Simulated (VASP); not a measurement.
## LiCl: single point with PBEsol-based global hybrid with 25 % exact exchange

The system is LiCl.

```
Cl Li
1.0
     0.00000    2.56477    2.56477
     2.56477    0.00000    2.56477
     2.56477    2.56477    0.00000
Cl Li
1 1
Direct
  0.50000 0.50000 0.50000
  0.00000 0.00000 0.00000
```

```
Program                            : VASP 6.6.1
Task                               : single point
Functional                         : PBEsol-based global hybrid with 25 % exact exchange
Potentials or basis                : VASP PAW PBE potentials, release 64 (Cl, Li_sv)
Cutoff                             : 520 eV
k mesh                             : 5 × 5 × 5
Occupations                        : fermi-dirac, width 0.05 eV
Spin                               : no spin polarisation
Dipole correction                  : no
Grid for exact exchange (PRECFOCK) : Normal
Share of exact exchange            : 0.25
Further INCAR settings             : ALGO = Normal; EDIFF = 1e-06; NBANDS = 12
```

* Band gap on the k mesh: 8.30 eV

Levels at points of the mesh, in eV from the valence-band top:
```tsv
k point	band 1	band 2	band 3	band 4	band 5	band 6	band 7	band 8	band 9	band 10
(0.00, 0.00, 0.00)	-45.79	-14.70	0.00	0.00	0.00	8.30	14.13	14.13	14.13	16.90
```

Run time: 6.6 min on 1 thread of Intel Xeon 8259CL, with other jobs on the host, peak memory 0.16 GiB.

Caveat: the k points lie up to 0.42 Å⁻¹ apart.
